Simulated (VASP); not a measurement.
Runs of VASP 6.6.1 on Tl. The structure is that of space group Im-3m (No. 229), or close to it. The cells are those of the table. This isn't the form of Tl at room conditions, which is hcp.

```tsv
task	cell	cutoff (eV)	gap on the mesh (eV)	pressure (GPa)
single point	a = 2.595 Å, angles 109.5°, 1 atom	520	none	(a)
relaxation of cell and atoms	relaxed to 230 GPa from a = 2.599 Å, angles 109.5°, 1 atom	600	none	230.0
relaxation of cell and atoms	relaxed to 230 GPa from a = 2.595 Å, angles 109.5°, 1 atom	600	none	230.0
single point	a = 2.594 Å, angles 109.5°, 1 atom	520	none	230.7
```

Alike in all rows: level PBE; potentials or basis VASP PAW PBE potentials, release 64 (Tl_d); no spin polarisation; k mesh 18 × 18 × 18; smearing fermi-dirac 0.1 eV.

Task: Fill in the values left out.

Result: (a) 230.3.

Caveats: spin-orbit coupling is left out, which moves the levels of the heavy elements; the cell stands under pressure (at least some runs); the cell is relaxed towards a set pressure, so the run minimises the enthalpy, not the energy (at least some runs).

A k mesh can miss the band edges, and the runs leave out spin-orbit coupling on Tl.

A gap of «none» marks levels without a gap at the run's occupations.
